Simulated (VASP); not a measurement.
# W (Im-3m) in VASP: further runs

The runs below take W through single point, with LDA.

Program: VASP 6.6.1. These are calculated values, not measurements. Logs are shortened: lines on timing, memory, paths and dates and some standing lists are left out, and cuts for length are marked.

## Step 1: The cell of the first run

Symmetry: Im-3m, No. 229, cubic system. The conventional cell has a = 2.644 Å, b = 2.644 Å, c = 2.644 Å, α = 90.00°, β = 90.00°, γ = 90.00°. W (site symmetry m-3m) has 14 W at 2.29 to 2.64 Å within 3.0 Å.

## Step 2: Single point, LDA (volume scaled by 0.6)

INCAR reads:

```
SYSTEM = W
ALGO = Normal
EDIFF = 1E-7
ENCUT = 520
ISIF = 2
ISMEAR = -1
LASPH = .True.
LCHARG = .False.
LREAL = .False.
LWAVE = .False.
NBANDS = 13
NELM = 100
PREC = Accurate
SIGMA = 0.08
```

KPOINTS reads:

```
k-points
0
Gamma
  19 19 19
  0 0 0
```

POSCAR reads:

```
W
1.0
   -1.3220098550      1.3220098550      1.3220098550
    1.3220098550     -1.3220098550      1.3220098550
    1.3220098550      1.3220098550     -1.3220098550
W
1
Direct
    0.0000000000      0.0000000000      0.0000000000
```

Potentials or basis: VASP PAW LDA potentials, release 64 (W_sv).

Started as:

```console
cat potpaw_LDA.64/W_sv/POTCAR > POTCAR
mpirun -np 1 vasp_std > vasp.out
```

OUTCAR:

```text
SYSTEM = W
   EDIFF = 1E-7
   ENCUT = 520
   ISIF = 2
   ISMEAR = -1
   LASPH = .True.
   LREAL = .False.
   NELM = 100
   PREC = Accurate

 ion  position               nearest neighbor table
   1  0.000  0.000  0.000-

  LATTYP: Found a body centered cubic cell.
 ALAT       =     2.6440197100

  Lattice vectors:

 A1 = (  -1.3220098550,   1.3220098550,   1.3220098550)
 A2 = (   1.3220098550,  -1.3220098550,   1.3220098550)
 A3 = (   1.3220098550,   1.3220098550,  -1.3220098550)

Analysis of symmetry for initial positions (statically):
=====================================================================
 Subroutine PRICEL returns:
 Original cell was already a primitive cell.

 Routine SETGRP: Setting up the symmetry group for a
 body centered cubic supercell.

 Subroutine GETGRP returns: Found 48 space group operations
 (whereof 48 operations were pure point group operations)
 out of a pool of 48 trial point group operations.

The static configuration has the point symmetry O_h .

Analysis of symmetry for dynamics (positions and initial velocities):
=====================================================================
 Subroutine PRICEL returns:
 Original cell was already a primitive cell.

 Routine SETGRP: Setting up the symmetry group for a
 body centered cubic supercell.

 Subroutine GETGRP returns: Found 48 space group operations
 (whereof 48 operations were pure point group operations)
 out of a pool of 48 trial point group operations.

The dynamic configuration has the point symmetry O_h .

 Subroutine INISYM returns: Found 48 space group operations
 (whereof 48 operations are pure point group operations),
 and found     1 'primitive' translations

----------------------------------------------------------------------------------------

                                     Primitive cell

  volume of cell :       9.2420

  direct lattice vectors                    reciprocal lattice vectors
    -1.322009855  1.322009855  1.322009855     0.000000000  0.378212007  0.378212007
     1.322009855 -1.322009855  1.322009855     0.378212007  0.000000000  0.378212007
     1.322009855  1.322009855 -1.322009855     0.378212007  0.378212007  0.000000000

  length of vectors
     2.289788237  2.289788237  2.289788237     0.534872549  0.534872549  0.534872549

  position of ions in fractional coordinates (direct lattice)
     0.000000000  0.000000000  0.000000000

  ion indices of the primitive-cell ions
[... 80 lines left out ...]
   ISIF   =      2    stress and relaxation
   ISYM   =      2    0-nonsym 1-usesym 2-fastsym
   POTIM  = 0.5000    time-step for ionic-motion
   TEBEG  =    0.0;   TEEND  =   0.0 temperature during run
   PSTRESS=    0.0 pullay stress
   NELECT =      14.0000    total number of electrons
   NUPDOWN=      -1.0000    fix difference up-down
   EMIN   =  10.00;   EMAX   =-10.00  energy-range for DOS
   EFERMI =   0.00;   METHOD = LEGACY
   ISMEAR =    -1;   SIGMA  =   0.08  broadening in eV -4-tet -1-fermi 0-gaus
   EFERMI_NEDOS =   21; number of points for ismear=-14 and -15
   IALGO  =     38    algorithm
   IMIX   =      4    mixing-type and parameters
     AMIX     =   0.40;   BMIX     =  1.00
     AMIX_MAG =   1.60;   BMIX_MAG =  1.00
  volume/ion in A,a.u.               =       9.24        62.37
  Fermi-wavevector in a.u.,A,eV,Ry     =   1.880166  3.552998 48.096915  3.535024
  Thomas-Fermi vector in A             =   2.923829
   LORBIT       =      0    0 simple, 1 ext, 2 COOP (PROOUT), +10 PAW based schemes
   GGA     = CA    functional components
   LHFCALC =     F    Hartree Fock is set to
   AEXX    =    0.0000 exact exchange contribution
   IVDW    =     0    specifies the selected vdW correction
   LEPSILON=     F    determine dielectric tensor
   LRPA    =     F    only Hartree local field effects (RPA)
 non-spin polarized calculation
  energy-cutoff  :      520.00
  volume of cell :        9.24
 maximum number of plane-waves:       257
 NGX is ok and might be reduce to    18
   NGX =  9   NGY =  9   NGZ =  9

 number of electron      13.9999997 magnetization

 Free energy of the ion-electron system (eV)
  ---------------------------------------------------
  ext. energy  EPLUGINS =         0.00000000
  ---------------------------------------------------
  free energy    TOTEN  =        -7.83291937 eV

  energy without entropy =       -7.82200880  energy(sigma->0) =       -7.82746409

 E-fermi :  21.5249     XC(G=0): -17.1172

 val. band max:       21.5103229476   @ k =  -0.2105   0.2105   0.1579
 cond. band min:      21.5255622673   @ k =  -0.2632   0.3158   0.1053
 fundamental gap:      0.0152393198
 Fermi energy:        21.5249144268

 k-point     1 :       0.0000    0.0000    0.0000
  band No.  band energies     occupation
      1     -53.3328      2.00000
      2     -14.7130      2.00000
      3     -14.7130      2.00000
      4     -14.7130      2.00000
      5       9.6647      2.00000
      6      18.2870      2.00000
      7      18.2870      2.00000
      8      18.2870      2.00000
      9      24.3965      0.00000
     10      24.3965      0.00000
     11      36.3526      0.00000
     12      36.3526      0.00000
     13      36.3526      0.00000
[... 354 lines left out ...]
  band No.  band energies     occupation
      1     -52.2882      2.00000
      2     -20.0403      2.00000
      3     -16.5839      2.00000
      4     -15.1110      2.00000
      5      11.8591      2.00000
      6      14.5683      2.00000
      7      20.9852      1.99765
      8      24.5004      0.00000
      9      26.8108      0.00000
     10      30.9138      0.00000
     11      37.3378      0.00000
     12      43.9093      0.00000
     13      49.2919      0.00000

 [... further k-points ...]

------------------------ aborting loop because EDIFF is reached ----------------------------------------

  FORCE on cell =-STRESS in cart. coord.  units (eV):
  Direction    XX          YY          ZZ          XY          YZ          ZX
  --------------------------------------------------------------------------------------
  -------------------------------------------------------------------------------------
  Total       28.6754438     28.6754438     28.6754438      0.0000000      0.0000000      0.0000000
  in kB     4971.1476351   4971.1476351   4971.1476351      0.0000000      0.0000000      0.0000000
  external PRESSURE =    4971.1476351 kB  Pullay stress =       0.0000000 kB

 VOLUME and BASIS-vectors are now :
 -----------------------------------------------------------------------------
  energy-cutoff  :      520.00
  volume of cell :        9.24
      direct lattice vectors                 reciprocal lattice vectors
    -1.322009855  1.322009855  1.322009855     0.000000000  0.378212007  0.378212007
     1.322009855 -1.322009855  1.322009855     0.378212007  0.000000000  0.378212007
     1.322009855  1.322009855 -1.322009855     0.378212007  0.378212007  0.000000000

 POSITION                                       TOTAL-FORCE (eV/Angst)
 -----------------------------------------------------------------------------------
      0.00000      0.00000      0.00000         0.000000     -0.000000      0.000000
 -----------------------------------------------------------------------------------
    total drift:                                0.000000     -0.000000      0.000000

  FREE ENERGIE OF THE ION-ELECTRON SYSTEM (eV)
  ---------------------------------------------------
  free  energy   TOTEN  =        -7.8329193682 eV

  energy  without entropy=       -7.8220088039  energy(sigma->0) =       -7.82746409
```

stdout:

```text
POSCAR found type information on POSCAR W
 POSCAR found :  1 types and       1 ions
 scaLAPACK will be used
 LDA part: xc-table for (Slater(with rela. corr.)+CA(PZ))
 , standard interpolation
 POSCAR, INCAR and KPOINTS ok, starting setup
 FFT: planning ... GRIDC
 FFT: planning ... GRID_SOFT
 FFT: planning ... GRID
 WAVECAR not read
 entering main loop
```

It took 22 s on 1 thread of AMD EPYC 7R13 (Zen 3), shared host; peak memory 0.1 GiB.

What came out:

- Free energy: -7.8329 eV
- Pressure: 497.1 GPa
- Band gap on the k mesh: zero (band 7 reaches 30.59 eV, above the bottom of band 8 at 18.29 eV)

Levels at points of the mesh, in eV from the Fermi level:
```tsv
k point	band 3	band 4	band 5	band 6	band 7	band 8	band 9	band 10	band 11	band 12
(0.00, 0.00, 0.00)	-36.24	-36.24	-11.86	-3.24	-3.24	-3.24	2.87	2.87	14.83	14.83
```

Caveat: spin-orbit coupling is left out, which moves the levels of the heavy elements.

(Part 1 of 3 ends here.)
